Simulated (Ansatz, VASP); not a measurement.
## ReS in VASP and in Ansatz

The input INCAR:

```
SYSTEM = ReS
PREC     = Accurate       ! precision mode
ENCUT    = 500            ! plane-wave cutoff, eV
EDIFF    = 1E-7           ! SCF threshold, eV
ISMEAR   = 0              ! smearing method
SIGMA    = 0.1            ! smearing width, eV
LREAL    = .FALSE.        ! projectors in reciprocal space
LASPH    = .TRUE.         ! aspherical terms in the spheres
NELM     = 120            ! most SCF steps
ALGO     = Normal         ! electronic algorithm
ISIF     = 3              ! what is computed and relaxed
LWAVE    = .FALSE.        ! write WAVECAR
LCHARG   = .FALSE.        ! write CHGCAR
GGA      = PE             ! functional
IBRION   = 2              ! ionic algorithm
NSW      = 100            ! ionic steps
EDIFFG   = -0.05          ! ionic threshold
GGA_COMPAT= .FALSE.      
NELMIN   = 4
```

Contents of KPOINTS:

```
regular mesh
0
G
  8 8 8
  0 0 0
```

POSCAR

```
ReS
1.0
    0.0000000000      2.3669614094      2.3669614094
    2.3669614094      0.0000000000      2.3669614094
    2.3669614094      2.3669614094      0.0000000000
Re S
1 1
Direct
    0.0000000000      0.0000000000      0.0000000000
    0.5000000000      0.5000000000      0.5000000000
```

Input for Ansatz:

```yaml
crystal:
  lattice:
    - [0.0, 2.3669614094, 2.3669614094]
    - [2.3669614094, 0.0, 2.3669614094]
    - [2.3669614094, 2.3669614094, 0.0]
  atoms:
    - { symbol: Re, position: [0.0, 0.0, 0.0] }
    - { symbol: S, position: [0.5, 0.5, 0.5] }
basis:
  ecutwfc: 420
kpoints:
  mp_grid: { grid: [8, 8, 8] }
hamiltonian:
  xc: pbe
scf:
  occupations: { method: gaussian, width: 0.1 }
output:
  forces: true
  stress: true
  eigenvalues: true
relax:
  adjacent_minimum: "off"
  f_tol: 0.05
  max_steps: 80
  cell: { stress_tol: 0.5 }
```

Alike in both runs: task relaxation of cell and atoms; functional PBE; k mesh 8 × 8 × 8; occupations gaussian, width 0.1 eV; no spin polarisation.

```csv
,VASP,Ansatz
version,VASP 6.6.1,Ansatz 0.2.0
potentials or method,"VASP PAW PBE potentials, release 64 (Re_sv_GW, S), cutoff 500 eV","scalar-relativistic, plane waves, PAW"
valence electrons in the cell,21,21
```

```tsv
	VASP	Ansatz	Ansatz less VASP
gap on the k mesh at the Fermi level, each at its own relaxed structure (eV)	none	none	-
relaxed volume (Å³/atom)	14.85	14.94	+0.095
relaxed cell length with the largest relative difference (Å)	3.476	3.483	+0.0074
```

A gap of «none» marks a metal or a gap that the smearing closes.

Neither program's run includes spin-orbit coupling.
